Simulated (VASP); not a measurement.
Write the native input for VASP 6.6.1 that does the following.

```
Task                   : single point
Functional             : LDA
Potentials or basis    : VASP PAW LDA potentials, release 64 (Sc_sv, F)
Cutoff                 : 520 eV
k mesh                 : 6 × 6 × 6
Occupations            : fermi-dirac, width 0.02 eV
Spin                   : no spin polarisation
Dipole correction      : no
Further INCAR settings : ALGO = Normal; EDIFF = 1e-06; NBANDS = 24
```

The structure of ScF3 lies in POSCAR:

```
ScF3
1.0
    4.0911454693      0.0000000000      0.0000000000
    0.0000000000      4.0911454693      0.0000000000
    0.0000000000      0.0000000000      4.0911454693
Sc F
1 3
Direct
    0.0000000000      0.0000000000      0.0000000000
    0.5000000000      0.0000000000      0.0000000000
    0.0000000000      0.5000000000      0.0000000000
    0.0000000000      0.0000000000      0.5000000000
```

This cell differs from its parent crystal: volume scaled by 1.06.

These files were run (other wordings do the same):

INCAR

```
PREC     = Accurate       # precision mode
ENCUT    = 520            # plane-wave cutoff, eV
EDIFF    = 1E-6           # SCF threshold, eV
ISMEAR   = -1             # smearing method
SIGMA    = 0.02           # smearing width, eV
LREAL    = False          # projectors in reciprocal space
LASPH    = True           # aspherical terms in the spheres
NELM     = 100            # most SCF steps
ALGO     = Normal         # electronic algorithm
ISIF     = 2              # what is computed and relaxed
LWAVE    = False          # write WAVECAR
LCHARG   = False          # write CHGCAR
NBANDS   = 24             # bands
```

KPOINTS

```
Automatic mesh
0
Gamma
  6 6 6
```

Potentials or basis: VASP PAW LDA potentials, release 64 (Sc_sv, F).

Launch:

```bash
$ cat potpaw_LDA.64/Sc_sv/POTCAR potpaw_LDA.64/F/POTCAR > POTCAR
$ mpirun -np 1 vasp_std > vasp.out
```

Results of the run:

| Property | Result |
| --- | --- |
| Pressure | -7.2 GPa |
| Band gap on the k mesh | 5.89 eV, indirect (least direct gap 6.41 eV) |

Run time: 17 s on 1 thread of AMD EPYC 7R13 Processor (Zen 3), on a shared host, peak memory 0.13 GiB.
